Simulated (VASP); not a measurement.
## SiO2: electric field gradients with r2SCAN

Crystal: SiO2.

```xyz
24
Lattice="-4.2235 4.2235 4.2235 4.2235 -4.2235 4.2235 4.2235 4.2235 -4.2235" Properties=species:S:1:pos:R:3 pbc="T T T"
Si    1.1931    5.4167   -1.1931
Si    1.1931    1.1931    1.1931
Si   -1.1931    3.0304    1.1931
Si    3.0304    3.0304    3.0304
Si   -1.1931    1.1931    5.4167
Si    3.0304    1.1931   -1.1931
Si    1.1931   -1.1931    3.0304
Si    5.4167   -1.1931    1.1931
O     4.2235    2.1118    3.6341
O     3.6341    4.2235    2.1118
O     0.0000    2.1118    4.8129
O    -0.5894    4.2235    2.1118
O     2.1118    0.5894    0.0000
O    -2.1118    2.1118    2.1118
O     4.8129    0.0000    2.1118
O     2.1118   -0.5894    4.2235
O     0.0000    2.1118    0.5894
O     4.2235    2.1118   -0.5894
O     2.1118    3.6341    4.2235
O     2.1118    2.1118    2.1118
O     0.5894    0.0000    2.1118
O     2.1118   -2.1118    2.1118
O     2.1118    2.1118   -2.1118
O     2.1118    4.8129    0.0000
```

```
Program                : VASP 6.6.1
Task                   : electric field gradients
Functional             : r2SCAN
Potentials or basis    : VASP PAW PBE potentials, release 64 (Si, O)
Cutoff                 : 520 eV
k mesh                 : 4 × 4 × 4
Occupations            : fermi-dirac, width 0.02 eV
Spin                   : no spin polarisation
Dipole correction      : no
Further INCAR settings : LREAL = Auto; ALGO = Normal; EDIFF = 1e-08; NBANDS = 82
```

The pressure is 0.3 GPa, the largest force is 0.014 eV/Å and the band gap on the k mesh is 6.59 eV (least direct gap 6.66 eV). The largest electric field gradient by atom is Si +5.4; O +86.7, +89.7 (each value once) V/Å².

Forces on the atoms (eV/Å):
```
Si  -0.008 -0.008  0.008
Si  -0.008 -0.008 -0.008
Si   0.008  0.008 -0.008
Si   0.008  0.008  0.008
Si   0.008 -0.008 -0.008
Si   0.008 -0.008  0.008
Si  -0.008  0.008  0.008
Si  -0.008  0.008 -0.008
O    0.000  0.000  0.009
O    0.009  0.000  0.000
O    0.000  0.000 -0.009
O    0.009  0.000  0.000
O    0.000 -0.009  0.000
O    0.000  0.000  0.000
O   -0.009  0.000  0.000
O    0.000  0.009  0.000
O    0.000  0.000 -0.009
O    0.000  0.000  0.009
O    0.000  0.009  0.000
O    0.000  0.000  0.000
O   -0.009  0.000  0.000
O    0.000  0.000  0.000
O    0.000  0.000  0.000
O    0.000 -0.009  0.000
```

Levels at points of the mesh, in eV from the valence-band top:
```tsv
k point	band 60	band 61	band 62	band 63	band 64	band 65	band 66	band 67	band 68	band 69
(0.00, 0.00, 0.00)	-0.37	-0.37	-0.07	-0.07	-0.07	6.59	8.84	9.41	9.41	9.44
(0.50, 0.00, 0.00)	-0.30	-0.20	-0.20	-0.08	-0.08	8.24	8.24	9.64	9.64	10.05
(0.50, 0.50, 0.50)	-0.08	-0.08	0.00	0.00	0.00	9.14	9.14	9.14	9.29	9.29
```

Electric field gradients, principal values (V/Å²):
```csv
atom,least,middle,greatest (by size)
1 Si,-2.679,-2.680,5.359
2 Si,-2.680,-2.680,5.360
3 Si,-2.679,-2.680,5.359
4 Si,-2.680,-2.680,5.360
5 Si,-2.679,-2.680,5.359
6 Si,-2.679,-2.680,5.359
7 Si,-2.679,-2.680,5.359
8 Si,-2.679,-2.680,5.359
9 O,-29.200,-57.518,86.718
10 O,-29.200,-57.518,86.718
11 O,-29.200,-57.514,86.714
12 O,-29.200,-57.514,86.714
13 O,-29.200,-57.518,86.718
14 O,-44.859,-44.876,89.735
15 O,-29.200,-57.514,86.714
16 O,-29.200,-57.514,86.714
17 O,-29.200,-57.518,86.718
18 O,-29.200,-57.514,86.714
19 O,-29.200,-57.518,86.718
20 O,-44.859,-44.859,89.718
21 O,-29.200,-57.518,86.718
22 O,-44.859,-44.876,89.735
23 O,-44.859,-44.876,89.735
24 O,-29.200,-57.514,86.714
```

Run time: 13 min on 1 thread of Intel(R) Xeon(R) Platinum 8488C (Sapphire Rapids), with other jobs on the host, peak memory 0.46 GiB.

Caveat: without QUAD_EFG the Cq values of the log hold for a quadrupole moment of 1 mb, not for the nuclei; the PAW data sets were made with another functional, which shifts forces and pressure a little. A k mesh can miss the band edges.
